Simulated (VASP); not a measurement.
Set up this calculation in VASP 6.6.1, as the native input.

* Task: single point
* Functional: PBE
* Potentials or basis: VASP PAW PBE potentials, release 64 (W_sv, Se)
* Cutoff: 520 eV
* k mesh: 8 × 8 × 2
* Occupations: gaussian, width 0.03 eV
* Spin: collinear spin, ferromagnetic start
* Starting moments: [1.0, 1.0, 0.0, 0.0, 0.0, 0.0] μB
* Hubbard terms: W d U = 6.2 eV
* Dipole correction: no
* Further INCAR settings: ALGO = Normal; EDIFF = 1e-06; NBANDS = 39

The structure of WSe2 lies in POSCAR:

```
WSe2
1.0
    3.2820020000      0.0000000000      0.0000000000
   -1.6410010000      2.8422971100      0.0000000000
    0.0000000000      0.0000000000     12.9600000000
W Se
2 4
Direct
    0.3333333300      0.6666666700      0.2500000000
    0.6666666700      0.3333333300      0.7500000000
    0.3333333300      0.6666666700      0.6211000000
    0.6666666700      0.3333333300      0.1211000000
    0.3333333300      0.6666666700      0.8789000000
    0.6666666700      0.3333333300      0.3789000000
```

These files were run (other wordings do the same):

INCAR

```
SYSTEM = WSe2
ALGO = Normal ; EDIFF = 1E-6
ENCUT = 520 ; GGA = PE
ISIF = 2 ; ISMEAR = 0
ISPIN = 2 ; LASPH = .True.
LCHARG = .False. ; LDAU = .True.
LDAUJ = 0 0 ; LDAUL = 2 -1
LDAUPRINT = 1 ; LDAUTYPE = 2
LDAUU = 6.2 0 ; LMAXMIX = 4
LORBIT = 11 ; LREAL = .False.
LWAVE = .False. ; MAGMOM = 1 1 0 0 0 0
NBANDS = 39 ; NELM = 150
PREC = Accurate ; SIGMA = 0.03
```

KPOINTS

```
k-points
0
Gamma
  8 8 2
  0 0 0
```

Potentials or basis: VASP PAW PBE potentials, release 64 (W_sv, Se).

Launch:

```sh
$ cat potpaw_PBE.64/W_sv/POTCAR potpaw_PBE.64/Se/POTCAR > POTCAR
$ mpirun -np 1 vasp_std > vasp.out
```

It gave:

* Pressure: 9.4 GPa
* Largest force: 0.875 eV/Å
* Band gap on the k mesh: 1.13 eV, indirect (least direct gap 1.85 eV)
* Net moment: 0.00 μB per cell
* Valence electrons inside the program's atomic spheres: W 11.84; Se 3.94

Caveat: spin-orbit coupling is left out, which moves the levels of the heavy elements; this functional lacks dispersion, which binds the layers, so the pressure and a relaxed spacing across them are unreliable.

It took 2.6 min on 1 thread of Intel(R) Xeon(R) Platinum 8488C (Sapphire Rapids), on a shared host, peak memory 0.34 GiB.
